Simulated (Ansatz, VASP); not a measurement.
One calculation of SiC, two programs

File INCAR:

```
SYSTEM = SiC
  ALGO = Normal
  EDIFF = 1E-7
  ENCUT = 520
  GGA = PE
  ISIF = 2
  ISMEAR = 0
  LASPH = .TRUE.
  LCHARG = .TRUE.
  LELF = .TRUE.
  LREAL = .FALSE.
  LVHAR = .TRUE.
  LWAVE = .FALSE.
  NBANDS = 26
  NELM = 80
  PREC = Accurate
  SIGMA = 0.05
```

Contents of KPOINTS:

```
k-points
0
G
  12 12 4
  0 0 0
```

POSCAR

```
SiC
1.0
    3.0940652517      0.0000000000      0.0000000000
   -1.5470326258      2.6795391090      0.0000000000
    0.0000000000      0.0000000000      9.5889000000
Si C
4 4
Direct
    0.6666666667      0.3333333333      0.9378436843
    0.3333333333      0.6666666667      0.4378436843
    0.0000000000      0.0000000000      0.6878989045
    0.0000000000      0.0000000000      0.1878989045
    0.6666666667      0.3333333333      0.7498087506
    0.3333333333      0.6666666667      0.2498087506
    0.0000000000      0.0000000000      0.5004476606
    0.0000000000      0.0000000000      0.0004476606
```

Input for Ansatz:

```yaml
crystal:
  lattice:
    - [3.0940652517, 0.0, 0.0]
    - [-1.5470326258, 2.679539109, 0.0]
    - [0.0, 0.0, 9.5889]
  atoms:
    - { symbol: Si, position: [0.6666666667, 0.3333333333, 0.9378436843] }
    - { symbol: Si, position: [0.3333333333, 0.6666666667, 0.4378436843] }
    - { symbol: Si, position: [0.0, 0.0, 0.6878989045] }
    - { symbol: Si, position: [0.0, 0.0, 0.1878989045] }
    - { symbol: C, position: [0.6666666667, 0.3333333333, 0.7498087506] }
    - { symbol: C, position: [0.3333333333, 0.6666666667, 0.2498087506] }
    - { symbol: C, position: [0.0, 0.0, 0.5004476606] }
    - { symbol: C, position: [0.0, 0.0, 0.0004476606] }
basis:
  ecutwfc: 520.0
kpoints:
  mp_grid: { grid: [12, 12, 4] }
hamiltonian:
  xc: pbe
  pseudopotentials: { kind: paw, azcp: { folder: soft_1 } }
scf:
  occupations: { method: gaussian, width: 0.05 }
output:
  forces: true
  stress: true
  eigenvalues: true
```

Alike in both runs: task single point; functional PBE; k mesh 12 × 12 × 4; occupations gaussian, width 0.05 eV; no spin polarisation.

|  | VASP | Ansatz |
| --- | --- | --- |
| version | VASP 6.6.1 | Ansatz 0.2.0 |
| potentials or method | VASP PAW PBE potentials, release 64 (Si, C), cutoff 520 eV | scalar-relativistic, plane waves, PAW |
| valence electrons in the cell | 32 | 32 |

|  | VASP | Ansatz | Ansatz less VASP |
| --- | --- | --- | --- |
| gap on the k mesh at the Fermi level (eV) | 1.98 | 1.98 | +0.007 |
| least direct gap on the mesh (eV) | 3.14 | 3.15 | +0.006 |
| pressure (GPa) | 13.8 | 13.9 | +0.09 |
| traceless stress, the component that is largest in VASP (GPa) | 23.43 | 23.35 | -0.076 |
| rms of the force components (eV/Å) | 0.491 | 0.492 | +0.0014 |

Atom by atom the forces differ by 0.002 eV/Å (rms over components). The functional is the same, so the differences come from potentials, cutoffs and numerics.
